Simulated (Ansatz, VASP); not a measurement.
## One calculation of Al3Cu, two programs

```
Al Cu
1.0
     2.77378    0.00000    0.00000
     0.00000    2.77378    0.00000
     0.00000    0.00000    7.59186
Al Cu
3 1
Direct
  0.00000 0.00000 0.48024
  0.50000 0.50000 0.20289
  0.50000 0.50000 0.75760
  0.00000 0.00000 0.00000
```

Change from the starting cell: all Al atoms moved +0.150 Å, as atom 1 towards its neighbour atom 4 (Cu) at 3.796 Å.

Alike in both runs: task single point; functional r2SCAN; k mesh 18 × 18 × 6; occupations gaussian, width 0.15 eV; no spin polarisation.

|  | VASP | Ansatz |
| --- | --- | --- |
| version | VASP 6.6.1 | Ansatz 0.2.0 |
| potentials or method | VASP PAW PBE potentials, release 64 (Al, Cu), cutoff 520 eV | scalar-relativistic, plane waves, PAW |
| valence electrons in the cell | 20 | 28 |

VASP gave:

| Quantity | Value |
| --- | --- |
| gap on the k mesh at the Fermi level (eV) | none |
| pressure (GPa) | 0.5 |
| traceless stress, the component that is largest in VASP (GPa) | -0.28 |
| rms of the force components (eV/Å) | 0.334 |

Estimate Ansatz's values.

gap on the k mesh at the Fermi level (eV): none; pressure (GPa): 0.6; traceless stress, the component that is largest in VASP (GPa): -0.28; rms of the force components (eV/Å): 0.332.

VASP's potentials were made for PBE, not for r2SCAN. Atom by atom the forces differ by 0.007 eV/Å (rms over components). A gap of «none» marks a metal or a gap that the smearing closes. VASP's potentials hold 20 valence electrons a cell and Ansatz's 28, so a difference there can come from the potentials and not from the codes.
